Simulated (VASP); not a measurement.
# MgCuGe (P4/nmm) in VASP: a series of runs

The runs below take MgCuGe through single point, with PBE.

Program: VASP 6.6.1. These are calculated values, not measurements. Logs are shortened: lines on timing, memory, paths and dates and some standing lists are left out, and cuts for length are marked.

### 1 The cell of the first run

The structure is tetragonal, space group P4/nmm (No. 129). The conventional cell has a = 4.005 Å, b = 4.005 Å, c = 6.395 Å, α = 90.00°, β = 90.00°, γ = 90.00°. Within 3.6 Å of Mg (site symmetry -4m2) lie 4 Cu at 2.76 Å and 4 Mg at 2.83 Å and 4 Ge at 2.87 Å. Within 3.2 Å of Cu (site symmetry 4mm) lie 5 Ge at 2.43 to 2.84 Å and 4 Mg at 2.76 Å. Ge (site symmetry 4mm) has 5 Cu at 2.43 to 2.84 Å and 4 Mg at 2.87 Å within 3.2 Å.

### 2 Single point, PBE

Input file INCAR:

```
PREC = Accurate
ENCUT = 520
EDIFF = 1E-6
ISMEAR = -1
SIGMA = 0.15
LREAL = False
LASPH = True
NELM = 60
ALGO = Normal
ISIF = 2
LWAVE = False
LCHARG = True
GGA = PE
LELF = True
LVHAR = True
NBANDS = 36
```

Input file KPOINTS:

```
regular mesh
0
Gamma
  2 2 1
```

Input file POSCAR:

```
MgCuGe
1.0
    4.0053020000      0.0000000000      0.0000000000
    0.0000000000      4.0053020000      0.0000000000
    0.0000000000      0.0000000000      6.3947530000
Mg Cu Ge
2 2 2
Direct
    0.0000000000      0.0000000000      0.0000000000
    0.5000000000      0.5000000000      0.0000000000
    0.0000000000      0.5000000000      0.2980420000
    0.5000000000      0.0000000000      0.7019580000
    0.0000000000      0.5000000000      0.6779820000
    0.5000000000      0.0000000000      0.3220180000
```

Potentials or basis: VASP PAW PBE potentials, release 64 (Mg, Cu, Ge_d).

Started as:

```console
cat potpaw_PBE.64/Mg/POTCAR potpaw_PBE.64/Cu/POTCAR potpaw_PBE.64/Ge_d/POTCAR > POTCAR
mpirun -np 1 vasp_std > vasp.out
```

OUTCAR:

```text
PREC = Accurate
   ENCUT = 520
   EDIFF = 1E-6
   ISMEAR = -1
   LREAL = False
   LASPH = True
   NELM = 60
   ISIF = 2
   GGA = PE

 ion  position               nearest neighbor table
   1  0.000  0.000  0.000-   3 2.76   4 2.76   3 2.76   4 2.76   2 2.83   2 2.83   2 2.83   2 2.83
                             5 2.87   6 2.87   6 2.87   5 2.87
   2  0.500  0.500  0.000-   3 2.76   4 2.76   4 2.76   3 2.76   1 2.83   1 2.83   1 2.83   1 2.83
                             5 2.87   6 2.87   5 2.87   6 2.87
   3  0.000  0.500  0.298-   5 2.43   2 2.76   1 2.76   1 2.76   2 2.76   6 2.84   6 2.84   6 2.84
                             6 2.84
   4  0.500  0.000  0.702-   6 2.43   2 2.76   1 2.76   2 2.76   1 2.76   5 2.84   5 2.84   5 2.84
                             5 2.84
   5  0.000  0.500  0.678-   3 2.43   4 2.84   4 2.84   4 2.84   4 2.84   1 2.87   2 2.87   2 2.87
                             1 2.87
   6  0.500  0.000  0.322-   4 2.43   3 2.84   3 2.84   3 2.84   3 2.84   1 2.87   1 2.87   2 2.87
                             2 2.87

  LATTYP: Found a simple tetragonal cell.
 ALAT       =     4.0053020000
 C/A-ratio  =     1.5965719938

  Lattice vectors:

 A1 = (   4.0053020000,   0.0000000000,   0.0000000000)
 A2 = (   0.0000000000,   4.0053020000,   0.0000000000)
 A3 = (   0.0000000000,   0.0000000000,   6.3947530000)

Analysis of symmetry for initial positions (statically):
=====================================================================
 Subroutine PRICEL returns:
 Original cell was already a primitive cell.

 Routine SETGRP: Setting up the symmetry group for a
 simple tetragonal supercell.

 Subroutine GETGRP returns: Found 16 space group operations
 (whereof  8 operations were pure point group operations)
 out of a pool of 16 trial point group operations.

The static configuration has the point symmetry D_2d.
 The point group associated with its full space group is D_4h.

Analysis of symmetry for dynamics (positions and initial velocities):
=====================================================================
 Subroutine PRICEL returns:
 Original cell was already a primitive cell.

 Routine SETGRP: Setting up the symmetry group for a
 simple tetragonal supercell.

 Subroutine GETGRP returns: Found 16 space group operations
 (whereof  8 operations were pure point group operations)
 out of a pool of 16 trial point group operations.

The dynamic configuration has the point symmetry D_2d.
 The point group associated with its full space group is D_4h.

 Subroutine INISYM returns: Found 16 space group operations
 (whereof  8 operations are pure point group operations),
 and found     1 'primitive' translations

----------------------------------------------------------------------------------------

                                     Primitive cell

  volume of cell :     102.5875

  direct lattice vectors                    reciprocal lattice vectors
     4.005302000  0.000000000  0.000000000     0.249669064  0.000000000  0.000000000
     0.000000000  4.005302000  0.000000000     0.000000000  0.249669064  0.000000000
     0.000000000  0.000000000  6.394753000     0.000000000  0.000000000  0.156378206

  length of vectors
     4.005302000  4.005302000  6.394753000     0.249669064  0.249669064  0.156378206

  position of ions in fractional coordinates (direct lattice)
     0.000000000  0.000000000  0.000000000
     0.500000000  0.500000000  0.000000000
     0.000000000  0.500000000  0.298042000
     0.500000000  0.000000000  0.701958000
     0.000000000  0.500000000  0.677982000
     0.500000000  0.000000000  0.322018000

  ion indices of the primitive-cell ions
   primitive index   ion index
                 1           1
                 2           2
                 3           3
                 4           4
                 5           5
                 6           6

----------------------------------------------------------------------------------------

 KPOINTS: regular mesh

Automatic generation of k-mesh.
 Grid dimensions read from file:
 generate k-points for:    2    2    1

 Generating k-lattice:

  Cartesian coordinates                     Fractional coordinates (reciprocal lattice)
     0.124834532  0.000000000  0.000000000     0.500000000  0.000000000  0.000000000
     0.000000000  0.124834532  0.000000000     0.000000000  0.500000000  0.000000000
     0.000000000  0.000000000  0.156378206     0.000000000  0.000000000  1.000000000

  Length of vectors
     0.124834532  0.124834532  0.156378206

  Shift w.r.t. Gamma in fractional coordinates (k-lattice)
     0.000000000  0.000000000  0.000000000

 Subroutine IBZKPT returns following result:
 ===========================================

 Found      3 irreducible k-points:

 Following reciprocal coordinates:
            Coordinates               Weight
  0.000000  0.000000  0.000000      1.000000
  0.500000  0.000000  0.000000      2.000000
  0.500000  0.500000  0.000000      1.000000
   k-points           NKPTS =      3   k-points in BZ     NKDIM =      3   number of bands    NBANDS=     36
   number of dos      NEDOS =    301   number of ions     NIONS =      6
   total plane-waves  NPLWV =  43200
   dimension x,y,z NGX =    30 NGY =   30 NGZ =   48
   dimension x,y,z NGXF=    60 NGYF=   60 NGZF=   96
   ions per type =               2   2   2
   NGX,Y,Z   is equivalent  to a cutoff of  12.45, 12.45, 12.48 a.u.
   NGXF,Y,Z  is equivalent  to a cutoff of  24.90, 24.90, 24.96 a.u.
 SYSTEM =  unknown system
   PREC   = accura    normal or accurate (medium, high low for compatibility)
   ISTART =      0    job   : 0-new  1-cont  2-samecut
   ICHARG =      2    charge: 1-file 2-atom 10-const
   ISPIN  =      1    spin polarized calculation?
   LNONCOLLINEAR =      F non collinear calculations
   LSORBIT =      F    spin-orbit coupling
   LASPH  =      T    aspherical Exc in radial PAW
   ENCUT  =  520.0 eV  38.22 Ry    6.18 a.u.   7.45  7.45 11.89*2*pi/ulx,y,z
   NELM   =     60;   NELMIN=  2; NELMDL= -5     # of ELM steps
   EDIFF  = 0.1E-05   stopping-criterion for ELM
   LREAL  =      F    real-space projection
   EDIFFG = 0.1E-04   stopping-criterion for IOM
   NSW    =      0    number of steps for IOM
   IBRION =     -1    ionic relax: 0-MD 1-quasi-New 2-CG
   NFREE  =      0    steps in history (QN), initial steepest desc. (CG)
   ISIF   =      2    stress and relaxation
   ISYM   =      2    0-nonsym 1-usesym 2-fastsym
   POTIM  = 0.5000    time-step for ionic-motion
   TEBEG  =    0.0;   TEEND  =   0.0 temperature during run
   PSTRESS=    0.0 pullay stress
   NELECT =      54.0000    total number of electrons
   NUPDOWN=      -1.0000    fix difference up-down
   EMIN   =  10.00;   EMAX   =-10.00  energy-range for DOS
   EFERMI =   0.00;   METHOD = LEGACY
   ISMEAR =    -1;   SIGMA  =   0.15  broadening in eV -4-tet -1-fermi 0-gaus
   EFERMI_NEDOS =   21; number of points for ismear=-14 and -15
   IALGO  =     38    algorithm
   IMIX   =      4    mixing-type and parameters
     AMIX     =   0.40;   BMIX     =  1.00
     AMIX_MAG =   1.60;   BMIX_MAG =  1.00
  volume/ion in A,a.u.               =      17.10       115.38
  Fermi-wavevector in a.u.,A,eV,Ry     =   1.321827  2.497891 23.772465  1.747227
  Thomas-Fermi vector in A             =   2.451553
   LORBIT       =      0    0 simple, 1 ext, 2 COOP (PROOUT), +10 PAW based schemes
   GGA     = PE    functional components
   LHFCALC =     F    Hartree Fock is set to
   AEXX    =    0.0000 exact exchange contribution
   IVDW    =     0    specifies the selected vdW correction
   LEPSILON=     F    determine dielectric tensor
   LRPA    =     F    only Hartree local field effects (RPA)
 non-spin polarized calculation
  energy-cutoff  :      520.00
  volume of cell :      102.59
 maximum number of plane-waves:      2767
 NGX is ok and might be reduce to    30
   NGX = 15   NGY = 15   NGZ = 23

 number of electron      53.9999978 magnetization

 Free energy of the ion-electron system (eV)
  ---------------------------------------------------
  ext. energy  EPLUGINS =         0.00000000
  ---------------------------------------------------
  free energy    TOTEN  =       -21.11122537 eV

  energy without entropy =      -21.10687398  energy(sigma->0) =      -21.10904968

 E-fermi :   5.3047     XC(G=0): -10.6090

 val. band max:        4.4519851810   @ k =   0.0000   0.0000   0.0000
 cond. band min:       6.3234394085   @ k =   0.0000   0.0000   0.0000
 fundamental gap:      1.8714542275
 Fermi energy:         5.3046910454

 k-point     1 :       0.0000    0.0000    0.0000
  band No.  band energies     occupation
      1     -19.3495      2.00000
      2     -19.3459      2.00000
      3     -19.3448      2.00000
      4     -19.3395      2.00000
      5     -19.2926      2.00000
      6     -19.2926      2.00000
[... 28 lines left out ...]
     35      11.0938      0.00000
     36      11.4001      0.00000

 k-point     2 :       0.5000    0.0000    0.0000
  band No.  band energies     occupation
      1     -19.3440      2.00000
      2     -19.3440      2.00000
      3     -19.3432      2.00000
      4     -19.3432      2.00000
      5     -19.2897      2.00000
      6     -19.2897      2.00000
[... 28 lines left out ...]
     35      11.9476      0.00000
     36      11.9691      0.00000

 k-point     3 :       0.5000    0.5000    0.0000
  band No.  band energies     occupation
      1     -19.3461      2.00000
      2     -19.3461      2.00000
      3     -19.3390      2.00000
      4     -19.3390      2.00000
      5     -19.2955      2.00000
      6     -19.2955      2.00000
[... 28 lines left out ...]
     35      14.4919      0.00000
     36      14.4972      0.00000

------------------------ aborting loop because EDIFF is reached ----------------------------------------

  FORCE on cell =-STRESS in cart. coord.  units (eV):
  Direction    XX          YY          ZZ          XY          YZ          ZX
  --------------------------------------------------------------------------------------
  -------------------------------------------------------------------------------------
  Total       -2.7420944     -2.7420944      2.1144441      0.0000000      0.0000000      0.0000000
  in kB      -42.8251292    -42.8251292     33.0226926      0.0000000      0.0000000      0.0000000
  external PRESSURE =     -17.5425219 kB  Pullay stress =       0.0000000 kB

 VOLUME and BASIS-vectors are now :
 -----------------------------------------------------------------------------
  energy-cutoff  :      520.00
  volume of cell :      102.59
      direct lattice vectors                 reciprocal lattice vectors
     4.005302000  0.000000000  0.000000000     0.249669064  0.000000000  0.000000000
     0.000000000  4.005302000  0.000000000     0.000000000  0.249669064  0.000000000
     0.000000000  0.000000000  6.394753000     0.000000000  0.000000000  0.156378206

 POSITION                                       TOTAL-FORCE (eV/Angst)
 -----------------------------------------------------------------------------------
      0.00000      0.00000      0.00000         0.000000      0.000000      0.000000
      2.00265      2.00265      0.00000         0.000000     -0.000000      0.000000
      0.00000      2.00265      1.90590         0.000000      0.000000     -0.124557
      2.00265      0.00000      4.48885         0.000000     -0.000000      0.124557
      0.00000      2.00265      4.33553         0.000000     -0.000000     -1.085066
      2.00265      0.00000      2.05923         0.000000     -0.000000      1.085066
 -----------------------------------------------------------------------------------
    total drift:                                0.000000      0.000000      0.000000

  FREE ENERGIE OF THE ION-ELECTRON SYSTEM (eV)
  ---------------------------------------------------
  free  energy   TOTEN  =       -21.1112253734 eV

  energy  without entropy=      -21.1068739844  energy(sigma->0) =      -21.10904968
```

Run time: 17 s. Hardware: 1 thread of Intel Xeon 6975P-C, shared host; peak memory 0.2 GiB.

What came out:

- Free energy: -21.1112 eV
- Pressure: -1.8 GPa
- Largest force: 1.085 eV/Å
- Band gap on the k mesh: zero (band 27 reaches 6.65 eV, above the bottom of band 28 at 3.67 eV)

Forces on the atoms (eV/Å):
```
Mg   0.000  0.000  0.000
Mg   0.000  0.000  0.000
Cu   0.000  0.000 -0.125
Cu   0.000  0.000  0.125
Ge   0.000  0.000 -1.085
Ge   0.000  0.000  1.085
```

Levels at points of the mesh, in eV from the Fermi level:
```
           k point  band 24  band 25  band 26  band 27  band 28  band 29
(0.00, 0.00, 0.00)    -1.32    -1.32    -0.85     1.02     1.02     1.07
(0.50, 0.00, 0.00)    -2.78    -2.04    -2.04     1.34     1.34     2.93
(0.50, 0.50, 0.00)    -2.51    -2.02    -2.02    -1.63    -1.63    -1.58
```

Caveat: the k points lie up to 0.98 Å⁻¹ apart; forces of over 1 eV/Å act on the atoms, so gaps and moduli don't describe the material at rest.

### 3 Single point, PBE

Changes to INCAR since step 2:

```diff
@@ -11,6 +11,4 @@
 LWAVE = False
-LCHARG = True
+LCHARG = False
 GGA = PE
-LELF = True
-LVHAR = True
 NBANDS = 36
```

Input file KPOINTS:

```
Automatic mesh
0
Gamma
  3 3 2
```

POSCAR is that of step 2.

Potentials or basis: VASP PAW PBE potentials, release 64 (Mg, Cu, Ge_d).

Started as:

```console
cat potpaw_PBE.64/Mg/POTCAR potpaw_PBE.64/Cu/POTCAR potpaw_PBE.64/Ge_d/POTCAR > POTCAR
mpirun -np 1 vasp_std > vasp.out
```

Wall time 23 s (1 thread of Intel Xeon 6975P-C, shared host); peak memory 0.2 GiB.

The run converged. Its results:

- Free energy: -18.9103 eV
- Pressure: 0.7 GPa
- Largest force: 0.088 eV/Å
- Band gap on the k mesh: zero (band 27 reaches 6.33 eV, above the bottom of band 28 at 4.33 eV)

Forces in eV/Å, atoms in the order of the input:
```
Mg   0.000  0.000  0.000
Mg   0.000  0.000  0.000
Cu   0.000  0.000  0.020
Cu   0.000  0.000 -0.020
Ge   0.000  0.000 -0.088
Ge   0.000  0.000  0.088
```

Stress tensor (GPa, compression positive):
```
0.89 0.00 0.00
0.00 0.89 0.00
0.00 0.00 0.20
```

Levels at points of the mesh, in eV from the Fermi level:
```tsv
k point	band 23	band 24	band 25	band 26	band 27	band 28	band 29	band 30	band 31	band 32
(0.00, 0.00, 0.00)	-3.00	-1.37	-1.37	-0.99	0.93	1.01	1.01	1.21	3.71	4.48
(0.00, 0.00, 0.50)	-1.85	-1.44	-0.72	-0.72	-0.07	-0.02	-0.02	1.00	4.23	4.32
```

Caveat: the k points lie up to 0.52 Å⁻¹ apart.

### 4 Single point, PBE

Input file INCAR:

```
PREC     = Accurate       # precision mode
ENCUT    = 520            # plane-wave cutoff, eV
EDIFF    = 1E-6           # SCF threshold, eV
ISMEAR   = -1             # smearing method
SIGMA    = 0.15           # smearing width, eV
LREAL    = False          # projectors in reciprocal space
LASPH    = True           # aspherical terms in the spheres
NELM     = 80             # most SCF steps
ALGO     = Normal         # electronic algorithm
ISIF     = 2              # what is computed and relaxed
LWAVE    = False          # write WAVECAR
LCHARG   = True           # write CHGCAR
GGA      = PE             # functional
LELF     = True           # ELF
LVHAR    = True         
NBANDS   = 36             # bands
```

Input file KPOINTS:

```
regular mesh
0
Gamma
  4 4 2
```

POSCAR is that of step 3.

Started as:

```console
cat potpaw_PBE.64/Mg/POTCAR potpaw_PBE.64/Cu/POTCAR potpaw_PBE.64/Ge_d/POTCAR > POTCAR
mpirun -np 1 vasp_std > vasp.out
```

Wall time 52 s (1 thread of Intel Xeon 6975P-C, shared host); peak memory 0.22 GiB.

The run converged. Its results:

| Property | Result |
| --- | --- |
| Free energy | -19.2054 eV |
| Pressure | 0.5 GPa |
| Largest force | 0.072 eV/Å |
| Band gap on the k mesh | zero (band 27 reaches 6.72 eV, above the bottom of band 28 at 3.16 eV) |

Forces on the atoms (eV/Å):
```
Mg   0.000  0.000  0.000
Mg   0.000  0.000  0.000
Cu   0.000  0.000  0.042
Cu   0.000  0.000 -0.042
Ge   0.000  0.000  0.072
Ge   0.000  0.000 -0.072
```

Stress tensor (GPa, compression positive):
```
 1.38  0.00  0.00
 0.00  1.38  0.00
 0.00  0.00 -1.30
```

Levels at points of the mesh, in eV from the Fermi level:
```
           k point  band 24  band 25  band 26  band 27  band 28  band 29  band 30  band 31
(0.00, 0.00, 0.00)    -1.23    -1.23    -0.86     1.06     1.17     1.17     1.36     3.86
(0.50, 0.00, 0.00)    -2.71    -2.05    -2.05     1.46     1.46     2.97     2.97     4.72
(0.50, 0.50, 0.00)    -2.47    -2.05    -2.05    -1.59    -1.59    -1.47    -1.47     2.14
(0.00, 0.00, 0.50)    -1.31    -0.58    -0.58     0.06     0.13     0.13     1.13     4.38
(0.50, 0.00, 0.50)    -2.70     0.37     0.37     1.27     1.27     1.82     1.82     3.41
(0.50, 0.50, 0.50)    -2.55    -2.37    -2.37    -2.10    -2.10     1.28     1.28     3.86
```

Caveat: the k points lie up to 0.49 Å⁻¹ apart.

### 5 Single point, PBE

Input file INCAR:

```
SYSTEM = MgCuGe
PREC = Accurate ; ENCUT = 520
EDIFF = 1E-6 ; ISMEAR = -1
SIGMA = 0.15 ; LREAL = .False.
LASPH = .True. ; NELM = 100
ALGO = Normal ; ISIF = 2
LWAVE = .False. ; LCHARG = .True.
GGA = PE ; LELF = .True.
LVHAR = .True. ; NBANDS = 36
```

Input file KPOINTS:

```
Automatic mesh
0
Gamma
  5 5 3
  0 0 0
```

POSCAR is that of step 4.

Started as:

```console
cat potpaw_PBE.64/Mg/POTCAR potpaw_PBE.64/Cu/POTCAR potpaw_PBE.64/Ge_d/POTCAR > POTCAR
mpirun -np 1 vasp_std > vasp.out
```

It took 53 s on 1 thread of Intel Xeon 6975P-C, shared host; peak memory 0.22 GiB.

Results (log left out):

```yaml
Free_energy: -19.1987 eV
Pressure: 0.6 GPa
Largest_force: 0.019 eV/Å
Band_gap_on_the_k_mesh: zero (band 27 reaches 6.33 eV, above the bottom of band 28 at 4.00 eV)
```

Forces on the atoms (eV/Å):
```
Mg   0.000  0.000  0.000
Mg   0.000  0.000  0.000
Cu   0.000  0.000  0.006
Cu   0.000  0.000 -0.006
Ge   0.000  0.000 -0.019
Ge   0.000  0.000  0.019
```

Stress tensor (GPa, compression positive):
```
 0.87  0.00  0.00
 0.00  0.87  0.00
 0.00  0.00 -0.02
```

Levels at points of the mesh, in eV from the Fermi level:
| k point | band 24 | band 25 | band 26 | band 27 | band 28 | band 29 | band 30 | band 31 |
| --- | --- | --- | --- | --- | --- | --- | --- | --- |
| (0.00, 0.00, 0.00) | -1.21 | -1.21 | -0.85 | 1.08 | 1.18 | 1.18 | 1.38 | 3.87 |

### 6 Overview

```csv
k mesh,gap on the mesh (eV),pressure (GPa),largest force (eV/Å)
2 × 2 × 1,none,-1.8,1.09
3 × 3 × 2,none,0.7,0.09
4 × 4 × 2,none,0.5,0.07
5 × 5 × 3,none,0.6,0.02
```

Alike in all rows: task single point; level PBE; potentials or basis VASP PAW PBE potentials, release 64 (Mg, Cu, Ge_d); no spin polarisation; cell as given; cutoff (eV) 520; smearing fermi-dirac 0.15 eV.

Caveats: some runs use coarse meshes; forces of over 1 eV/Å act on the atoms, so gaps and moduli don't describe the material at rest (some runs).

Absolute energies hang on the potentials; compare differences alone.
